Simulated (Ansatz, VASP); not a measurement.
Fe: VASP beside Ansatz

Contents of INCAR:

```
PREC     = Accurate       # precision mode
ENCUT    = 520            # plane-wave cutoff, eV
EDIFF    = 1E-7           # SCF threshold, eV
ISMEAR   = 0              # smearing method
SIGMA    = 0.05           # smearing width, eV
LREAL    = False          # projectors in reciprocal space
LASPH    = True           # aspherical terms in the spheres
NELM     = 150            # most SCF steps
ALGO     = Normal         # electronic algorithm
ISIF     = 2              # what is computed and relaxed
LWAVE    = False          # write WAVECAR
LCHARG   = False          # write CHGCAR
ISPIN    = 2              # spin polarisation
MAGMOM   = 2.95           # initial moments
LORBIT   = 11             # projections on sites
LMAXMIX  = 4              # l up to which the mixer works
GGA      = PE             # functional
NBANDS   = 14             # bands
```

Contents of KPOINTS:

```
Automatic mesh
0
Gamma
  10 10 10
```

Contents of POSCAR:

```
Fe
1.0
    0.0000000000      1.8229480677      1.8229480677
    1.8229480677      0.0000000000      1.8229480677
    1.8229480677      1.8229480677      0.0000000000
Fe
1
Direct
    0.0000000000      0.0000000000      0.0000000000
```

Input for Ansatz:

```yaml
crystal:
  lattice:
    - [0.0, 1.8229480677, 1.8229480677]
    - [1.8229480677, 0.0, 1.8229480677]
    - [1.8229480677, 1.8229480677, 0.0]
  atoms:
    - { symbol: Fe, position: [0.0, 0.0, 0.0], spin: 2.95 }
basis:
  ecutwfc: 420
  ecutrho_ratio: 4
kpoints:
  mp_grid: { grid: [10, 10, 10] }
hamiltonian:
  xc: pbe
scf:
  occupations: { method: gaussian, width: 0.05 }
output:
  forces: true
  stress: true
  eigenvalues: true
  populations: true
magnetization:
  spin_polarized: true
```

Alike in both runs: task single point; functional PBE; k mesh 10 × 10 × 10; occupations gaussian, width 0.05 eV; collinear spin.

```csv
,VASP,Ansatz
version,VASP 6.6.1,Ansatz 0.2.0
potentials or method,"VASP PAW PBE potentials, release 64 (Fe), cutoff 520 eV","scalar-relativistic, plane waves, PAW"
valence electrons in the cell,8,16
```

|  | VASP | Ansatz | Ansatz less VASP |
| --- | --- | --- | --- |
| gap on the k mesh at the Fermi level (eV) | none | none | - |
| pressure (GPa) | -0.2 | 0.1 | +0.26 |
| net moment per atom (μB) | 2.64 | 2.64 | 0.000 |
| size of the moment on the site where the two differ most (μB) | 2.64 | 2.68 | +0.047 |

Site moments also hang on the region over which each program counts them. A gap of «none» marks a metal or a gap that the smearing closes. VASP's potentials hold 8 valence electrons a cell and Ansatz's 16, so a difference there can come from the potentials and not from the codes.
